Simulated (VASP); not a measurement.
# PbS (Fm-3m) in VASP: a series of runs

The runs below take PbS through single point, with PBE-based screened hybrid with 25 % exact exchange, PBEsol-based screened hybrid with 25 % exact exchange, PBE.

Everything below comes from runs of VASP 6.6.1. Logs are shortened: lines on timing, memory, paths and dates and some standing lists are left out, and cuts for length are marked.

## (1) The cell of the first run

Symmetry: Fm-3m, No. 225, cubic system. The conventional cell has a = 5.976 Å, b = 5.976 Å, c = 5.976 Å, α = 90.00°, β = 90.00°, γ = 90.00°. Within 3.9 Å of Pb (site symmetry m-3m) lie 6 S at 2.99 Å. S (site symmetry m-3m) has 6 Pb at 2.99 Å within 3.9 Å.

## (2) Single point, PBE-based screened hybrid with 25 % exact exchange

POSCAR reads:

```
PbS
1.0
    0.0000000000      2.9881769687      2.9881769687
    2.9881769687      0.0000000000      2.9881769687
    2.9881769687      2.9881769687      0.0000000000
Pb S
1 1
Direct
    0.0000000000      0.0000000000      0.0000000000
    0.5000000000      0.5000000000      0.5000000000
```

INCAR.step1 reads:

```
SYSTEM = PbS
ALGO = Normal
EDIFF = 1E-5
ENCUT = 520
GGA = PE
ISIF = 2
ISMEAR = -1
LASPH = .TRUE.
LREAL = .FALSE.
LWAVE = .TRUE.
NBANDS = 17
NELM = 100
PREC = Accurate
SIGMA = 0.05
```

INCAR.step2 reads:

```
SYSTEM = PbS
AEXX = 0.25
ALGO = Normal
EDIFF = 1E-7
ENCUT = 520
GGA = PE
HFSCREEN = 0.3
ISIF = 2
ISMEAR = -1
ISTART = 1
LASPH = .TRUE.
LCHARG = .TRUE.
LELF = .TRUE.
LHFCALC = .TRUE.
LREAL = .FALSE.
LVHAR = .TRUE.
LWAVE = .FALSE.
NBANDS = 17
NELM = 100
PREC = Accurate
PRECFOCK = Normal
SIGMA = 0.05
```

KPOINTS reads:

```
k-points
0
G
  4 4 4
  0 0 0
```

Potentials or basis: VASP PAW PBE potentials, release 64 (Pb_d, S).

Run with:

```
$ cat potpaw_PBE.64/Pb_d/POTCAR potpaw_PBE.64/S/POTCAR > POTCAR
$ cp INCAR.step1 INCAR
$ mpirun -np 1 vasp_std > vasp.out
$ cp INCAR.step2 INCAR
$ mpirun -np 1 vasp_std > vasp.out
```

OUTCAR:

```text
SYSTEM = PbS
   AEXX = 0.25
   EDIFF = 1E-7
   ENCUT = 520
   GGA = PE
   HFSCREEN = 0.3
   ISIF = 2
   ISMEAR = -1
   ISTART = 1
   LASPH = .TRUE.
   LHFCALC = .TRUE.
   LREAL = .FALSE.
   NELM = 100
   PREC = Accurate
   PRECFOCK = Normal

 ion  position               nearest neighbor table
   1  0.000  0.000  0.000-   2 2.99   2 2.99   2 2.99   2 2.99   2 2.99   2 2.99
   2  0.500  0.500  0.500-   1 2.99   1 2.99   1 2.99   1 2.99   1 2.99   1 2.99

  LATTYP: Found a face centered cubic cell.
 ALAT       =     5.9763539374

  Lattice vectors:

 A1 = (   0.0000000000,   2.9881769687,   2.9881769687)
 A2 = (   2.9881769687,   0.0000000000,   2.9881769687)
 A3 = (   2.9881769687,   2.9881769687,   0.0000000000)

Analysis of symmetry for initial positions (statically):
=====================================================================
 Subroutine PRICEL returns:
 Original cell was already a primitive cell.

 Routine SETGRP: Setting up the symmetry group for a
 face centered cubic supercell.

 Subroutine GETGRP returns: Found 48 space group operations
 (whereof 48 operations were pure point group operations)
 out of a pool of 48 trial point group operations.

The static configuration has the point symmetry O_h .

Analysis of symmetry for dynamics (positions and initial velocities):
=====================================================================
 Subroutine PRICEL returns:
 Original cell was already a primitive cell.

 Routine SETGRP: Setting up the symmetry group for a
 face centered cubic supercell.

 Subroutine GETGRP returns: Found 48 space group operations
 (whereof 48 operations were pure point group operations)
 out of a pool of 48 trial point group operations.

The dynamic configuration has the point symmetry O_h .

 Subroutine INISYM returns: Found 48 space group operations
 (whereof 48 operations are pure point group operations),
 and found     1 'primitive' translations

----------------------------------------------------------------------------------------

                                     Primitive cell

  volume of cell :      53.3641

  direct lattice vectors                    reciprocal lattice vectors
     0.000000000  2.988176969  2.988176969    -0.167326101  0.167326101  0.167326101
     2.988176969  0.000000000  2.988176969     0.167326101 -0.167326101  0.167326101
     2.988176969  2.988176969  0.000000000     0.167326101  0.167326101 -0.167326101

  length of vectors
     4.225920396  4.225920396  4.225920396     0.289817308  0.289817308  0.289817308

  position of ions in fractional coordinates (direct lattice)
     0.000000000  0.000000000  0.000000000
     0.500000000  0.500000000  0.500000000

  ion indices of the primitive-cell ions
   primitive index   ion index
                 1           1
                 2           2

----------------------------------------------------------------------------------------

 KPOINTS: k-points

Automatic generation of k-mesh.
 Grid dimensions read from file:
 generate k-points for:    4    4    4

 Generating k-lattice:

  Cartesian coordinates                     Fractional coordinates (reciprocal lattice)
    -0.041831525  0.041831525  0.041831525     0.250000000  0.000000000  0.000000000
     0.041831525 -0.041831525  0.041831525     0.000000000  0.250000000  0.000000000
     0.041831525  0.041831525 -0.041831525     0.000000000  0.000000000  0.250000000

  Length of vectors
     0.072454327  0.072454327  0.072454327

  Shift w.r.t. Gamma in fractional coordinates (k-lattice)
     0.000000000  0.000000000  0.000000000

 Subroutine IBZKPT returns following result:
 ===========================================

 Found      8 irreducible k-points:

 Following reciprocal coordinates:
            Coordinates               Weight
  0.000000  0.000000  0.000000      1.000000
  0.250000  0.000000  0.000000      8.000000
  0.500000  0.000000  0.000000      4.000000
  0.250000  0.250000  0.000000      6.000000
  0.500000  0.250000  0.000000     24.000000
 -0.250000  0.250000  0.000000     12.000000
  0.500000  0.500000  0.000000      3.000000
 -0.250000  0.500000  0.250000      6.000000
   k-points           NKPTS =      8   k-points in BZ     NKDIM =     64   number of bands    NBANDS=     17
   number of dos      NEDOS =    301   number of ions     NIONS =      2
   total plane-waves  NPLWV =  32768
   dimension x,y,z NGX =    32 NGY =   32 NGZ =   32
   dimension x,y,z NGXF=    64 NGYF=   64 NGZF=   64
   ions per type =               1   1
   NGX,Y,Z   is equivalent  to a cutoff of  12.59, 12.59, 12.59 a.u.
   NGXF,Y,Z  is equivalent  to a cutoff of  25.18, 25.18, 25.18 a.u.
 SYSTEM =  PbS
   PREC   = accura    normal or accurate (medium, high low for compatibility)
   ISTART =      1    job   : 0-new  1-cont  2-samecut
   ICHARG =      0    charge: 1-file 2-atom 10-const
   ISPIN  =      1    spin polarized calculation?
   LNONCOLLINEAR =      F non collinear calculations
   LSORBIT =      F    spin-orbit coupling
   LASPH  =      T    aspherical Exc in radial PAW
   ENCUT  =  520.0 eV  38.22 Ry    6.18 a.u.   7.86  7.86  7.86*2*pi/ulx,y,z
   NELM   =    100;   NELMIN=  2; NELMDL=  0     # of ELM steps
   EDIFF  = 0.1E-06   stopping-criterion for ELM
   LREAL  =      F    real-space projection
   EDIFFG = 0.1E-05   stopping-criterion for IOM
   NSW    =      0    number of steps for IOM
   IBRION =     -1    ionic relax: 0-MD 1-quasi-New 2-CG
   NFREE  =      0    steps in history (QN), initial steepest desc. (CG)
   ISIF   =      2    stress and relaxation
   ISYM   =      3    0-nonsym 1-usesym 2-fastsym
   POTIM  = 0.5000    time-step for ionic-motion
   TEBEG  =    0.0;   TEEND  =   0.0 temperature during run
   PSTRESS=    0.0 pullay stress
   NELECT =      20.0000    total number of electrons
   NUPDOWN=      -1.0000    fix difference up-down
   EMIN   =  10.00;   EMAX   =-10.00  energy-range for DOS
   EFERMI =   0.00;   METHOD = LEGACY
   ISMEAR =    -1;   SIGMA  =   0.05  broadening in eV -4-tet -1-fermi 0-gaus
   EFERMI_NEDOS =   21; number of points for ismear=-14 and -15
   IALGO  =     38    algorithm
   IMIX   =      1    mixing-type and parameters
     AMIX     =   0.40;   BMIX     =  1.00
     AMIX_MAG =   1.60;   BMIX_MAG =  1.00
  volume/ion in A,a.u.               =      26.68       180.06
  Fermi-wavevector in a.u.,A,eV,Ry     =   1.180326  2.230492 18.955211  1.393169
  Thomas-Fermi vector in A             =   2.316620
   LORBIT       =      0    0 simple, 1 ext, 2 COOP (PROOUT), +10 PAW based schemes
   GGA     = PE    functional components
   LHFCALC =     T    Hartree Fock is set to
   PRECFOCK=normal    Normal, Fast or Accurate (Low or Medium for compatibility)
   ENCUT4O =  -1.0   cutoff for four orbital integrals eV
   NKREDX  =     1    reduce k-point grid by
   NKREDY  =     1    reduce k-point grid by
   NKREDZ  =     1    reduce k-point grid by
   AEXX    =    0.2500 exact exchange contribution
   HFSCREEN=    0.3000 screening length (either q_TF or 0.3 A-1)
   HFSCREENC=   0.3000 screening length for correlation (either q_TF or 0.3 A-1)
   ENCUTFOCK=  -1.0 apply spherical cutoff to Coloumb kernel
   IVDW    =     0    specifies the selected vdW correction
   LEPSILON=     F    determine dielectric tensor
   LRPA    =     F    only Hartree local field effects (RPA)
 non-spin polarized calculation
  energy-cutoff  :      520.00
  volume of cell :       53.36
 maximum number of plane-waves:      1459
  NGX = 24; NGY = 24; NGZ = 24

 number of electron      20.0000001 magnetization

 Free energy of the ion-electron system (eV)
  ---------------------------------------------------
  ext. energy  EPLUGINS =         0.00000000
  ---------------------------------------------------
  free energy    TOTEN  =       -10.06459504 eV

  energy without entropy =      -10.06454063  energy(sigma->0) =      -10.06456783

 E-fermi :   5.6640     XC(G=0):  -8.1028

 val. band max:        5.2846540234   @ k =   0.5000   0.0000   0.0000
 cond. band min:       6.0433264941   @ k =   0.5000   0.0000   0.0000
 fundamental gap:      0.7586724707
 Fermi energy:         5.6639902627

 k-point     1 :       0.0000    0.0000    0.0000
  band No.  band energies     occupation
      1     -13.1278      2.00000
      2     -13.1278      2.00000
      3     -13.1278      2.00000
      4     -13.1228      2.00000
      5     -13.1228      2.00000
      6      -9.4927      2.00000
[... 9 lines left out ...]
     16      12.6172      0.00000
     17      14.5500      0.00000

 k-point     2 :       0.2500    0.0000    0.0000
  band No.  band energies     occupation
      1     -13.1394      2.00000
      2     -13.1394      2.00000
      3     -13.1260      2.00000
      4     -13.1063      2.00000
      5     -13.1063      2.00000
      6      -8.9777      2.00000
[... 9 lines left out ...]
     16      13.8985      0.00000
     17      17.8168      0.00000

 k-point     3 :       0.5000    0.0000    0.0000
  band No.  band energies     occupation
      1     -13.1550      2.00000
      2     -13.1550      2.00000
      3     -13.1250      2.00000
      4     -13.0859      2.00000
      5     -13.0859      2.00000
      6      -8.2464      2.00000
[... 9 lines left out ...]
     16      16.2360      0.00000
     17      16.5674      0.00000

 k-point     4 :       0.2500    0.2500    0.0000
  band No.  band energies     occupation
      1     -13.1812      2.00000
      2     -13.1391      2.00000
      3     -13.1110      2.00000
      4     -13.1010      2.00000
      5     -13.1010      2.00000
      6      -8.7843      2.00000
[... 9 lines left out ...]
     16      16.0210      0.00000
     17      16.0423      0.00000

 k-point     5 :       0.5000    0.2500    0.0000
  band No.  band energies     occupation
      1     -13.2114      2.00000
      2     -13.1291      2.00000
      3     -13.1255      2.00000
      4     -13.0929      2.00000
      5     -13.0812      2.00000
      6      -8.0424      2.00000
[... 9 lines left out ...]
     16      16.8685      0.00000
     17      17.5100      0.00000

 k-point     6 :      -0.2500    0.2500    0.0000
  band No.  band energies     occupation
      1     -13.1700      2.00000
      2     -13.1416      2.00000
      3     -13.1149      2.00000
      4     -13.1006      2.00000
      5     -13.0988      2.00000
      6      -8.3036      2.00000
[... 9 lines left out ...]
     16      15.8346      0.00000
     17      16.7324      0.00000

 k-point     7 :       0.5000    0.5000    0.0000
  band No.  band energies     occupation
      1     -13.2748      2.00000
      2     -13.1504      2.00000
      3     -13.0994      2.00000
      4     -13.0726      2.00000
      5     -13.0726      2.00000
      6      -7.8043      2.00000
[... 9 lines left out ...]
     16      18.4228      0.00000
     17      18.4643      0.00000

 k-point     8 :      -0.2500    0.5000    0.2500
  band No.  band energies     occupation
      1     -13.2317      2.00000
      2     -13.1241      2.00000
      3     -13.1128      2.00000
      4     -13.1128      2.00000
      5     -13.0726      2.00000
      6      -7.7725      2.00000
[... 9 lines left out ...]
     16      18.0583      0.00000
     17      18.4602      0.00000

------------------------ aborting loop because EDIFF is reached ----------------------------------------

  FORCE on cell =-STRESS in cart. coord.  units (eV):
  Direction    XX          YY          ZZ          XY          YZ          ZX
  --------------------------------------------------------------------------------------
  -------------------------------------------------------------------------------------
  Total       -0.0438060     -0.0438060     -0.0438060      0.0000000     -0.0000000     -0.0000000
  in kB       -1.3152095     -1.3152095     -1.3152095      0.0000000     -0.0000000     -0.0000000
  external PRESSURE =      -1.3152095 kB  Pullay stress =       0.0000000 kB

 VOLUME and BASIS-vectors are now :
 -----------------------------------------------------------------------------
  energy-cutoff  :      520.00
  volume of cell :       53.36
      direct lattice vectors                 reciprocal lattice vectors
     0.000000000  2.988176969  2.988176969    -0.167326101  0.167326101  0.167326101
     2.988176969  0.000000000  2.988176969     0.167326101 -0.167326101  0.167326101
     2.988176969  2.988176969  0.000000000     0.167326101  0.167326101 -0.167326101

 POSITION                                       TOTAL-FORCE (eV/Angst)
 -----------------------------------------------------------------------------------
      0.00000      0.00000      0.00000         0.000000     -0.000000      0.000000
      2.98818      2.98818      2.98818        -0.000000      0.000000     -0.000000
 -----------------------------------------------------------------------------------
    total drift:                               -0.000000      0.000000     -0.000001

  FREE ENERGIE OF THE ION-ELECTRON SYSTEM (eV)
  ---------------------------------------------------
  free  energy   TOTEN  =       -10.0645950363 eV

  energy  without entropy=      -10.0645406290  energy(sigma->0) =      -10.06456783
```

It took 7.1 min on 1 thread of Intel Xeon Platinum 8259CL at 2.50GHz (Skylake/Cascade Lake), shared host; peak memory 0.28 GiB.

What came out:

| Quantity | Value |
| --- | --- |
| Free energy | -10.0646 eV |
| Pressure | -0.1 GPa |
| Band gap on the k mesh | 0.76 eV |

Levels at points of the mesh, in eV from the valence-band top:
```tsv
k point	band 6	band 7	band 8	band 9	band 10	band 11	band 12	band 13	band 14	band 15
(0.00, 0.00, 0.00)	-14.78	-6.36	-2.35	-2.35	-2.35	5.81	5.81	5.81	7.33	7.33
(0.50, 0.00, 0.00)	-13.53	-9.38	-1.97	-1.97	0.00	0.76	2.41	2.41	9.28	10.95
(0.50, 0.50, 0.00)	-13.09	-7.56	-5.51	-3.67	-3.67	4.34	6.21	6.31	6.31	11.99
```

Caveat: the k points lie up to 0.46 Å⁻¹ apart; the PAW data sets were made with another functional, which shifts forces and pressure a little; spin-orbit coupling is left out, which moves the levels of the heavy elements. A k mesh can miss the band edges.

[end of part 1 of 4]
